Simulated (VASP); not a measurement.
# C (a cell with a defect) in VASP: notebook

C (a cell with a defect) is run at these levels: PBEsol; tasks: single point.

All numbers are computed with VASP 6.6.1; they aren't measurements. Logs are shortened: lines on timing, memory, paths and dates and some standing lists are left out, and cuts for length are marked.

## Step 1: The cell of the first run

The cell holds a defect, 15 atoms: a = 5.026 Å, b = 5.026 Å, c = 5.026 Å, α = 60.00°, β = 60.00°, γ = 60.00°.

## Step 2: Single point, PBEsol

Contents of INCAR:

```
SYSTEM = C
PREC = Accurate
ENCUT = 520
EDIFF = 1E-7
ISMEAR = 0
SIGMA = 0.05
LREAL = Auto
LASPH = .TRUE.
NELM = 60
ALGO = Normal
ISIF = 2
LWAVE = .FALSE.
LCHARG = .TRUE.
GGA = PS
LELF = .TRUE.
LVHAR = .TRUE.
NBANDS = 43
```

Contents of KPOINTS:

```
Automatic mesh
0
G
  6 6 6
  0 0 0
```

Contents of POSCAR:

```
C
1.0
    0.0000000000      3.5537981836     -3.5537981836
   -3.5537981836      0.0000000000     -3.5537981836
   -3.5537981836      3.5537981836      0.0000000000
C
15
Direct
    0.2500000000      0.7500000000      0.2500000000
    0.7500000000      0.2500000000      0.2500000000
    0.2500000000      0.2500000000      0.2500000000
    0.7500000000      0.7500000000      0.7500000000
    0.2500000000      0.7500000000      0.7500000000
    0.7500000000      0.2500000000      0.7500000000
    0.2500000000      0.2500000000      0.7500000000
    0.8750000000      0.3750000000      0.3750000000
    0.3750000000      0.3750000000      0.3750000000
    0.9241636275      0.9241636275      0.1829227450
    0.3750000000      0.8750000000      0.3750000000
    0.8750000000      0.3750000000      0.8750000000
    0.3750000000      0.3750000000      0.8750000000
    0.8750000000      0.8750000000      0.8750000000
    0.3750000000      0.8750000000      0.8750000000
```

Potentials or basis: VASP PAW PBE potentials, release 64 (C).

The run is started by

```console
cat potpaw_PBE.64/C/POTCAR > POTCAR
mpirun -np 1 vasp_std > vasp.out
```

OUTCAR:

```text
SYSTEM = C
   PREC = Accurate
   ENCUT = 520
   EDIFF = 1E-7
   ISMEAR = 0
   LREAL = Auto
   LASPH = .TRUE.
   NELM = 60
   ISIF = 2
   GGA = PS

 ion  position               nearest neighbor table
   1  0.250  0.750  0.250-  11 1.54   9 1.54  15 1.54  10 1.54
   2  0.750  0.250  0.250-   8 1.54   9 1.54  12 1.54  10 1.54
   3  0.250  0.250  0.250-   9 1.54   8 1.54  11 1.54  13 1.54
   4  0.750  0.750  0.750-  14 1.54  12 1.54  15 1.54
   5  0.250  0.750  0.750-  15 1.54  13 1.54  14 1.54  11 1.54
   6  0.750  0.250  0.750-  12 1.54   8 1.54  13 1.54  14 1.54
   7  0.250  0.250  0.750-  13 1.54  12 1.54   9 1.54  15 1.54
   8  0.875  0.375  0.375-   2 1.54   3 1.54   6 1.54
   9  0.375  0.375  0.375-   3 1.54   2 1.54   1 1.54   7 1.54
  10  0.924  0.924  0.183-   1 1.54   2 1.54  14 1.83  12 1.98  15 1.98
  11  0.375  0.875  0.375-   1 1.54   3 1.54   5 1.54
  12  0.875  0.375  0.875-   6 1.54   4 1.54   2 1.54   7 1.54  10 1.98
  13  0.375  0.375  0.875-   7 1.54   5 1.54   6 1.54   3 1.54
  14  0.875  0.875  0.875-   4 1.54   5 1.54   6 1.54  10 1.83
  15  0.375  0.875  0.875-   5 1.54   4 1.54   1 1.54   7 1.54  10 1.98

  LATTYP: Found a face centered cubic cell.
 ALAT       =     7.1075963672

  Lattice vectors:

 A1 = (   0.0000000000,   3.5537981836,  -3.5537981836)
 A2 = (  -3.5537981836,   0.0000000000,  -3.5537981836)
 A3 = (  -3.5537981836,   3.5537981836,   0.0000000000)

Analysis of symmetry for initial positions (statically):
=====================================================================
 Subroutine PRICEL returns:
 Original cell was already a primitive cell.

 Routine SETGRP: Setting up the symmetry group for a
 face centered cubic supercell.

 Subroutine GETGRP returns: Found  2 space group operations
 (whereof  2 operations were pure point group operations)
 out of a pool of 48 trial point group operations.

The static configuration has the point symmetry C_1h.

Analysis of symmetry for dynamics (positions and initial velocities):
=====================================================================
 Subroutine PRICEL returns:
 Original cell was already a primitive cell.

 Routine SETGRP: Setting up the symmetry group for a
 face centered cubic supercell.

 Subroutine GETGRP returns: Found  2 space group operations
 (whereof  2 operations were pure point group operations)
 out of a pool of 48 trial point group operations.

The dynamic configuration has the point symmetry C_1h.

 Subroutine INISYM returns: Found  2 space group operations
 (whereof  2 operations are pure point group operations),
 and found     1 'primitive' translations

----------------------------------------------------------------------------------------

                                     Primitive cell

  volume of cell :      89.7653

  direct lattice vectors                    reciprocal lattice vectors
     0.000000000  3.553798184 -3.553798184     0.140694540  0.140694540 -0.140694540
    -3.553798184  0.000000000 -3.553798184    -0.140694540 -0.140694540 -0.140694540
    -3.553798184  3.553798184  0.000000000    -0.140694540  0.140694540  0.140694540

  length of vectors
     5.025829589  5.025829589  5.025829589     0.243690091  0.243690091  0.243690091

  position of ions in fractional coordinates (direct lattice)
     0.250000000  0.750000000  0.250000000
     0.750000000  0.250000000  0.250000000
     0.250000000  0.250000000  0.250000000
     0.750000000  0.750000000  0.750000000
     0.250000000  0.750000000  0.750000000
     0.750000000  0.250000000  0.750000000
     0.250000000  0.250000000  0.750000000
     0.875000000  0.375000000  0.375000000
     0.375000000  0.375000000  0.375000000
     0.924163628  0.924163628  0.182922745
     0.375000000  0.875000000  0.375000000
     0.875000000  0.375000000  0.875000000
     0.375000000  0.375000000  0.875000000
     0.875000000  0.875000000  0.875000000
     0.375000000  0.875000000  0.875000000

  ion indices of the primitive-cell ions
   primitive index   ion index
                 1           1
                 2           2
                 3           3
                 4           4
                 5           5
                 6           6
                 7           7
                 8           8
                 9           9
                10          10
                11          11
                12          12
                13          13
                14          14
                15          15

----------------------------------------------------------------------------------------

 KPOINTS: Automatic mesh

Automatic generation of k-mesh.
 Grid dimensions read from file:
 generate k-points for:    6    6    6

 Generating k-lattice:

  Cartesian coordinates                     Fractional coordinates (reciprocal lattice)
     0.023449090  0.023449090 -0.023449090     0.166666667  0.000000000  0.000000000
    -0.023449090 -0.023449090 -0.023449090     0.000000000  0.166666667  0.000000000
    -0.023449090  0.023449090  0.023449090     0.000000000  0.000000000  0.166666667

  Length of vectors
     0.040615015  0.040615015  0.040615015

  Shift w.r.t. Gamma in fractional coordinates (k-lattice)
     0.000000000  0.000000000  0.000000000

 Subroutine IBZKPT returns following result:
 ===========================================

 Found     68 irreducible k-points:

 Following reciprocal coordinates:
            Coordinates               Weight
  0.000000  0.000000  0.000000      1.000000
  0.166667  0.000000  0.000000      4.000000
  0.000000  0.000000  0.166667      2.000000
  0.166667  0.166667  0.166667      2.000000
  0.333333  0.000000  0.000000      4.000000
  0.000000  0.000000  0.333333      2.000000
[... 16 lines left out ...]
  0.166667  0.166667 -0.333333      2.000000
  0.500000  0.333333  0.500000      4.000000
 [... further k-points ...]
   k-points           NKPTS =     68   k-points in BZ     NKDIM =     68   number of bands    NBANDS=     43
   number of dos      NEDOS =    301   number of ions     NIONS =     15
   total plane-waves  NPLWV =  64000
   dimension x,y,z NGX =    40 NGY =   40 NGZ =   40
   dimension x,y,z NGXF=    80 NGYF=   80 NGZF=   80
   ions per type =              15
   NGX,Y,Z   is equivalent  to a cutoff of  13.23, 13.23, 13.23 a.u.
   NGXF,Y,Z  is equivalent  to a cutoff of  26.46, 26.46, 26.46 a.u.
 SYSTEM =  C
   PREC   = accura    normal or accurate (medium, high low for compatibility)
   ISTART =      0    job   : 0-new  1-cont  2-samecut
   ICHARG =      2    charge: 1-file 2-atom 10-const
   ISPIN  =      1    spin polarized calculation?
   LNONCOLLINEAR =      F non collinear calculations
   LSORBIT =      F    spin-orbit coupling
   LASPH  =      T    aspherical Exc in radial PAW
   ENCUT  =  520.0 eV  38.22 Ry    6.18 a.u.   9.34  9.34  9.34*2*pi/ulx,y,z
   NELM   =     60;   NELMIN=  2; NELMDL= -5     # of ELM steps
   EDIFF  = 0.1E-06   stopping-criterion for ELM
   LREAL  =      T    real-space projection
   EDIFFG = 0.1E-05   stopping-criterion for IOM
   NSW    =      0    number of steps for IOM
   IBRION =     -1    ionic relax: 0-MD 1-quasi-New 2-CG
   NFREE  =      0    steps in history (QN), initial steepest desc. (CG)
   ISIF   =      2    stress and relaxation
   ISYM   =      2    0-nonsym 1-usesym 2-fastsym
   POTIM  = 0.5000    time-step for ionic-motion
   TEBEG  =    0.0;   TEEND  =   0.0 temperature during run
   PSTRESS=    0.0 pullay stress
   NELECT =      60.0000    total number of electrons
   NUPDOWN=      -1.0000    fix difference up-down
   EMIN   =  10.00;   EMAX   =-10.00  energy-range for DOS
   EFERMI =   0.00;   METHOD = LEGACY
   ISMEAR =     0;   SIGMA  =   0.05  broadening in eV -4-tet -1-fermi 0-gaus
   EFERMI_NEDOS =   21; number of points for ismear=-14 and -15
   IALGO  =     38    algorithm
   IMIX   =      4    mixing-type and parameters
     AMIX     =   0.40;   BMIX     =  1.00
     AMIX_MAG =   1.60;   BMIX_MAG =  1.00
  volume/ion in A,a.u.               =       5.98        40.38
  Fermi-wavevector in a.u.,A,eV,Ry     =   1.431383  2.704921 27.876392  2.048857
  Thomas-Fermi vector in A             =   2.551125
   LORBIT       =      0    0 simple, 1 ext, 2 COOP (PROOUT), +10 PAW based schemes
   GGA     = PS    functional components
   LHFCALC =     F    Hartree Fock is set to
   AEXX    =    0.0000 exact exchange contribution
   IVDW    =     0    specifies the selected vdW correction
   LEPSILON=     F    determine dielectric tensor
   LRPA    =     F    only Hartree local field effects (RPA)
 non-spin polarized calculation
 Gauss-broadening in eV      SIGMA  =   0.05
  energy-cutoff  :      520.00
  volume of cell :       89.77
 maximum number of plane-waves:      2450
 NGX is ok and might be reduce to    40
   NGX = 19   NGY = 19   NGZ = 19

 number of electron      59.9999993 magnetization

 Free energy of the ion-electron system (eV)
  ---------------------------------------------------
  ext. energy  EPLUGINS =         0.00000000
  ---------------------------------------------------
  free energy    TOTEN  =      -133.50939230 eV

  energy without entropy =     -133.50519065  energy(sigma->0) =     -133.50729148

 E-fermi :   9.5363     XC(G=0): -13.1888

 val. band max:        9.5342874106   @ k =   0.1667  -0.3333  -0.1667
 cond. band min:       9.5498068927   @ k =   0.1667  -0.3333   0.3333
 fundamental gap:      0.0155194821
 Fermi energy:         9.5362630953

 k-point     1 :       0.0000    0.0000    0.0000
  band No.  band energies     occupation
      1     -12.4482      2.00000
      2      -7.1352      2.00000
      3      -7.0238      2.00000
      4      -6.7482      2.00000
      5      -5.7990      2.00000
      6      -5.0346      2.00000
[... 1069 lines left out ...]
     41      17.9775      0.00000
     42      18.5167      0.00000

 [... further k-points ...]

 [bands above 42 left out]

------------------------ aborting loop because EDIFF is reached ----------------------------------------

  FORCE on cell =-STRESS in cart. coord.  units (eV):
  Direction    XX          YY          ZZ          XY          YZ          ZX
  --------------------------------------------------------------------------------------
  -------------------------------------------------------------------------------------
  Total       -5.3384727     -5.3384727      8.0645659      3.9159795      8.0440959     -8.0440950
  in kB      -95.2838574    -95.2838574    143.9405960     69.8944536    143.5752382   -143.5752215
  external PRESSURE =     -15.5423730 kB  Pullay stress =       0.0000000 kB

 VOLUME and BASIS-vectors are now :
 -----------------------------------------------------------------------------
  energy-cutoff  :      520.00
  volume of cell :       89.77
      direct lattice vectors                 reciprocal lattice vectors
     0.000000000  3.553798184 -3.553798184     0.140694540  0.140694540 -0.140694540
    -3.553798184  0.000000000 -3.553798184    -0.140694540 -0.140694540 -0.140694540
    -3.553798184  3.553798184  0.000000000    -0.140694540  0.140694540  0.140694540

 POSITION                                       TOTAL-FORCE (eV/Angst)
 -----------------------------------------------------------------------------------
     -3.55380      1.77690     -3.55380         1.467996     -0.455888     -0.946206
     -1.77690      3.55380     -3.55380         0.455888     -1.467996     -0.946206
     -1.77690      1.77690     -1.77690        -0.041027      0.041027     -0.932457
     -5.33070      5.33070     -5.33070        -1.859584      1.859584      1.841485
     -5.33070      3.55380     -3.55380         1.598322     -0.114939     -1.036845
     -3.55380      5.33070     -3.55380         0.114939     -1.598322     -1.036845
     -3.55380      3.55380     -1.77690        -0.009731      0.009731     -0.527936
     -2.66535      4.44225     -4.44225         1.814787      1.468878      2.867843
     -2.66535      2.66535     -2.66535         0.329891     -0.329891      0.427556
     -3.93436      3.93436     -6.56858        -4.703749      4.703749      5.238964
     -4.44225      2.66535     -4.44225        -1.468878     -1.814787      2.867843
     -4.44225      6.21915     -4.44225        -0.260412     -2.532835     -2.454614
     -4.44225      4.44225     -2.66535        -0.141132      0.141132      0.127341
     -6.21915      6.21915     -6.21915         0.169855     -0.169855     -3.035311
     -6.21915      4.44225     -4.44225         2.532835      0.260412     -2.454614
 -----------------------------------------------------------------------------------
    total drift:                               -0.002702      0.002702     -0.000481

  FREE ENERGIE OF THE ION-ELECTRON SYSTEM (eV)
  ---------------------------------------------------
  free  energy   TOTEN  =      -133.5093923004 eV

  energy  without entropy=     -133.5051906511  energy(sigma->0) =     -133.50729148
```

Wall time 12 min (1 thread of Intel Xeon Platinum 8488C (Sapphire Rapids), shared host); peak memory 0.31 GiB.

Results:

```
Free energy            : -133.5094 eV
Pressure               : -1.6 GPa
Largest force          : 8.467 eV/Å
Band gap on the k mesh : zero (bands 30 and 31 overlap by 0.82 eV)
```

Forces in eV/Å, atoms in the order of the input:
```
C    1.468 -0.456 -0.946
C    0.456 -1.468 -0.946
C   -0.041  0.041 -0.932
C   -1.860  1.860  1.841
C    1.598 -0.115 -1.037
C    0.115 -1.598 -1.037
C   -0.010  0.010 -0.528
C    1.815  1.469  2.868
C    0.330 -0.330  0.428
C   -4.704  4.704  5.239
C   -1.469 -1.815  2.868
C   -0.260 -2.533 -2.455
C   -0.141  0.141  0.127
C    0.170 -0.170 -3.035
C    2.533  0.260 -2.455
```

Caveat: the cell differs from its parent crystal (atoms taken out, atom 10 moved 0.250 of the way to it and -0.700 Å across, host rigid); the PAW data sets were made with another functional, which shifts forces and pressure a little.

## Step 3: Single point, PBEsol

Contents of INCAR:

```
PREC = Accurate ; ENCUT = 520
EDIFF = 1E-6 ; ISMEAR = 0
SIGMA = 0.05 ; LREAL = Auto
LASPH = True ; NELM = 80
ALGO = Normal ; ISIF = 2
LWAVE = False ; LCHARG = False
GGA = PS ; NBANDS = 43
```

Contents of KPOINTS:

```
Automatic mesh
0
Gamma
  6 6 6
```

Changes to POSCAR since step 2:

```diff
@@ -17,3 +17,3 @@
     0.3750000000      0.3750000000      0.3750000000
-    0.9241636275      0.9241636275      0.1829227450
+    0.9554136275      0.9554136275      0.2141727450
     0.3750000000      0.8750000000      0.3750000000
```

Potentials or basis: VASP PAW PBE potentials, release 64 (C).

The run is started by

```console
cat potpaw_PBE.64/C/POTCAR > POTCAR
mpirun -np 1 vasp_std > vasp.out
```

Run time: 11 min. Hardware: 1 thread of Intel Xeon Platinum 8488C (Sapphire Rapids), shared host; peak memory 0.31 GiB.

It converged, with:

```
Free energy            : -133.5776 eV
Pressure               : 6.3 GPa
Largest force          : 9.713 eV/Å
Band gap on the k mesh : zero (bands 30 and 31 overlap by 0.86 eV)
```

Forces in eV/Å, atoms in the order of the input:
```
C    1.804  2.632 -3.054
C   -2.632 -1.804 -3.054
C    0.071 -0.071 -0.793
C   -2.012  2.012  0.781
C    0.671  0.174 -0.332
C   -0.174 -0.671 -0.332
C    0.104 -0.104 -0.662
C    0.660  1.091  1.970
C    0.256 -0.256  1.121
C   -2.324  2.324  9.140
C   -1.091 -0.660  1.970
C    0.027 -3.111 -2.491
C   -0.128  0.128 -0.028
C    1.657 -1.657 -1.744
C    3.111 -0.027 -2.491
```

Stress tensor (GPa, compression positive):
```
 0.98  4.87 -6.23
 4.87  0.98  6.23
-6.23  6.23 16.93
```

Levels at points of the mesh, in eV from the Fermi level:
| k point | band 28 | band 29 | band 30 | band 31 | band 32 | band 33 |
| --- | --- | --- | --- | --- | --- | --- |
| (0.00, 0.00, 0.00) | -1.89 | -0.53 | 0.14 | 0.69 | 1.88 | 3.23 |
| (0.50, 0.00, 0.00) | -2.64 | -2.02 | -1.64 | 0.51 | 1.63 | 2.66 |
| (0.00, 0.00, 0.50) | -2.43 | -2.33 | -1.88 | 1.20 | 1.31 | 2.94 |
| (0.50, 0.50, 0.50) | -3.34 | -1.46 | 0.15 | 0.50 | 1.70 | 2.65 |
| (0.50, 0.50, 0.00) | -3.64 | -2.47 | -2.28 | 0.85 | 1.25 | 2.75 |
| (0.00, 0.50, 0.50) | -3.14 | -1.40 | -0.90 | -0.38 | 1.50 | 2.43 |

Caveat: the cell differs from its parent crystal (atoms taken out, atom 10 moved 0.000 of the way to it and -0.700 Å across, host rigid); the PAW data sets were made with another functional, which shifts forces and pressure a little.

## Step 4: Single point, PBEsol

Contents of INCAR:

```
SYSTEM = C
PREC = Accurate
ENCUT = 520
EDIFF = 1E-7
ISMEAR = 0
SIGMA = 0.05
LREAL = Auto
LASPH = .TRUE.
NELM = 80
ALGO = Normal
ISIF = 2
LWAVE = .FALSE.
LCHARG = .FALSE.
GGA = PS
NBANDS = 43
```

Contents of KPOINTS:

```
Automatic mesh
0
G
  6 6 6
  0 0 0
```

Changes to POSCAR since step 3:

```diff
@@ -17,3 +17,3 @@
     0.3750000000      0.3750000000      0.3750000000
-    0.9554136275      0.9554136275      0.2141727450
+    0.9152068137      0.9152068137      0.2945863725
     0.3750000000      0.8750000000      0.3750000000
```

The run is started by

```console
cat potpaw_PBE.64/C/POTCAR > POTCAR
mpirun -np 1 vasp_std > vasp.out
```

Run time: 13 min. Hardware: 1 thread of Intel Xeon Platinum 8488C (Sapphire Rapids), shared host; peak memory 0.31 GiB.

It converged, with:

```
Free energy            : -136.8006 eV
Pressure               : -1.1 GPa
Largest force          : 8.129 eV/Å
Band gap on the k mesh : zero (bands 30 and 31 overlap by 1.67 eV)
```

Forces on the atoms (eV/Å):
```
C    2.192  0.835 -2.544
C   -0.835 -2.192 -2.544
C    0.061 -0.061 -0.769
C   -0.148  0.148 -0.031
C    0.156  0.572 -0.140
C   -0.572 -0.156 -0.140
C   -0.035  0.035 -0.005
C    1.279  1.455  1.933
C   -0.029  0.029  0.706
C   -3.554  3.554  6.389
C   -1.455 -1.279  1.933
C   -0.160 -1.554 -1.438
C    0.010 -0.010  0.005
C    1.537 -1.537 -1.916
C    1.554  0.160 -1.438
```

Stress tensor (GPa, compression positive):
```
-5.69  5.76 -0.57
 5.76 -5.69  0.57
-0.57  0.57  8.11
```

Levels at points of the mesh, in eV from the Fermi level:
| k point | band 27 | band 28 | band 29 | band 30 | band 31 | band 32 | band 33 | band 34 |
| --- | --- | --- | --- | --- | --- | --- | --- | --- |
| (0.00, 0.00, 0.00) | -2.01 | -1.91 | -1.41 | 1.35 | 1.78 | 1.92 | 3.05 | 4.11 |
| (0.50, 0.00, 0.00) | -3.27 | -2.70 | -2.62 | -2.05 | 0.84 | 1.69 | 4.05 | 5.19 |
| (0.00, 0.00, 0.50) | -3.97 | -2.48 | -2.43 | -1.99 | 1.12 | 1.15 | 4.37 | 5.32 |
| (0.50, 0.50, 0.50) | -4.19 | -3.23 | -1.99 | -1.08 | 1.01 | 1.41 | 3.64 | 5.26 |
| (0.50, 0.50, 0.00) | -4.15 | -3.85 | -2.94 | -2.34 | 0.59 | 0.97 | 3.66 | 4.07 |
| (0.00, 0.50, 0.50) | -3.92 | -3.47 | -2.41 | -1.71 | -0.12 | 0.96 | 3.56 | 4.43 |

Caveat: the cell differs from its parent crystal (atoms taken out, atom 10 moved 0.000 of the way to it and -0.350 Å across, host rigid); the PAW data sets were made with another functional, which shifts forces and pressure a little.

[end of part 1 of 2]
